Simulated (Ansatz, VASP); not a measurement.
**One calculation of Hf4C, two programs**

```
Hf C
1.0
     3.81861   -3.82345    0.00000
     3.81861    3.82345    0.00000
     0.00000    0.00000    3.30379
Hf C
4 1
Direct
  0.79602 0.20398 0.50000
  0.20398 0.79602 0.50000
  0.29395 0.29395 0.00000
  0.70605 0.70605 0.00000
  0.00000 0.00000 0.00000
```

Change from the starting cell: species swapped into the OsCl4 type (Cmmm, No. 65).

Alike in both runs: functional PBE; k mesh 3 × 3 × 5; occupations gaussian, width 0.2 eV; no spin polarisation.

Ansatz relaxed the structure, and its values are those at the end. VASP's run is a single point on that final structure, the one shown.

|  | VASP | Ansatz |
| --- | --- | --- |
| version | VASP 6.6.1 | Ansatz 0.2.0 |
| potentials or method | VASP PAW PBE potentials, release 64 (Hf_pv, C), cutoff 600 eV | scalar-relativistic, plane waves, PAW |
| valence electrons in the cell | 44 | 108 |

```tsv
	VASP	Ansatz	Ansatz less VASP
gap on the k mesh at the Fermi level (eV)	none	none	-
pressure (GPa)	-0.4	0.1	+0.53
rms of the force components (eV/Å)	0.035	0.013	-0.0218
```

A gap of «none» marks a metal or a gap that the smearing closes. VASP's potentials hold 44 valence electrons a cell and Ansatz's 108, so a difference there can come from the potentials and not from the codes.

The k mesh is coarse, so the values compare programs but aren't converged. Neither program's run includes spin-orbit coupling.
